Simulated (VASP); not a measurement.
# Be: electric field gradients with PBEsol

Crystal: Be.

```
CELL_PARAMETERS angstrom
-1.25728 1.25728 1.25728
1.25728 -1.25728 1.25728
1.25728 1.25728 -1.25728
ATOMIC_POSITIONS crystal
Be 0.00000 0.00000 0.00000
```

This cell differs from its parent crystal: volume scaled by 1.01.

```yaml
Program: VASP 6.6.1
Task: electric field gradients
Functional: PBEsol
Potentials_or_basis: VASP PAW PBE potentials, release 64 (Be)
Cutoff: 520 eV
k_mesh: 23 × 23 × 23
Occupations: fermi-dirac, width 0.03 eV
Spin: no spin polarisation
Dipole_correction: no
Further_INCAR_settings: ALGO = Normal; EDIFF = 1e-08; NBANDS = 7
```

* Pressure: -2.8 GPa
* Band gap on the k mesh: zero (band 1 reaches 11.32 eV, above the bottom of band 2 at 6.51 eV)

Levels at points of the mesh, in eV from the Fermi level:
```csv
k point,band 1,band 2,band 3,band 4,band 5
"(0.00, 0.00, 0.00)",-12.20,19.16,19.16,19.16,30.48
```

It took 27 s on 1 thread of AMD EPYC 7R13, on a shared host, peak memory 0.09 GiB.

Caveat: without QUAD_EFG the Cq values of the log hold for a quadrupole moment of 1 mb, not for the nuclei; the PAW data sets were made with another functional, which shifts forces and pressure a little.
